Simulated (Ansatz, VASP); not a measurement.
## GaP in VASP and in Ansatz

The input INCAR:

```
SYSTEM = GaP
PREC = Accurate
ENCUT = 520
EDIFF = 1E-6
ISMEAR = 0
SIGMA = 0.05
LREAL = .FALSE.
LASPH = .TRUE.
NELM = 100
ALGO = Normal
ISIF = 2
LWAVE = .FALSE.
LCHARG = .FALSE.
GGA = PE
NBANDS = 16
```

File KPOINTS:

```
regular mesh
0
G
  10 10 10
  0 0 0
```

POSCAR

```
GaP
1.0
    0.0000000000      2.8270144719      2.7524237872
    2.7524237872      0.0000000000      2.7524237872
    2.7524237872      2.8270144719      0.0000000000
Ga P
1 1
Direct
    0.0000000000      0.0000000000      0.0000000000
    0.7500000000      0.7500000000      0.7500000000
```

Input for Ansatz:

```yaml
crystal:
  lattice:
    - [0.0, 2.8270144719, 2.7524237872]
    - [2.7524237872, 0.0, 2.7524237872]
    - [2.7524237872, 2.8270144719, 0.0]
  atoms:
    - { symbol: Ga, position: [0.0, 0.0, 0.0] }
    - { symbol: P, position: [0.75, 0.75, 0.75] }
basis:
  ecutwfc: 420
kpoints:
  mp_grid: { grid: [10, 10, 10] }
hamiltonian:
  xc: pbe
  pseudopotentials: { kind: paw, azcp: { folder: soft_1 } }
scf:
  occupations: { method: gaussian, width: 0.05 }
output:
  forces: true
  stress: true
  eigenvalues: true
```

Alike in both runs: task single point; functional PBE; k mesh 10 × 10 × 10; occupations gaussian, width 0.05 eV; no spin polarisation.

|  | VASP | Ansatz |
| --- | --- | --- |
| version | VASP 6.6.1 | Ansatz 0.2.0 |
| potentials or method | VASP PAW PBE potentials, release 64 (Ga_d, P), cutoff 520 eV | scalar-relativistic, plane waves, PAW |
| valence electrons in the cell | 18 | 18 |

Ansatz gave:

```
gap on the k mesh at the Fermi level (eV)                     : 1.31
least direct gap on the mesh (eV)                             : 1.31
pressure (GPa)                                                : -1.9
traceless stress, the component that is largest in VASP (GPa) : -1.34
```

Q: What did VASP give for the same quantities?

A: gap on the k mesh at the Fermi level (eV): 1.31; least direct gap on the mesh (eV): 1.31; pressure (GPa): -1.9; traceless stress, the component that is largest in VASP (GPa): -1.35.
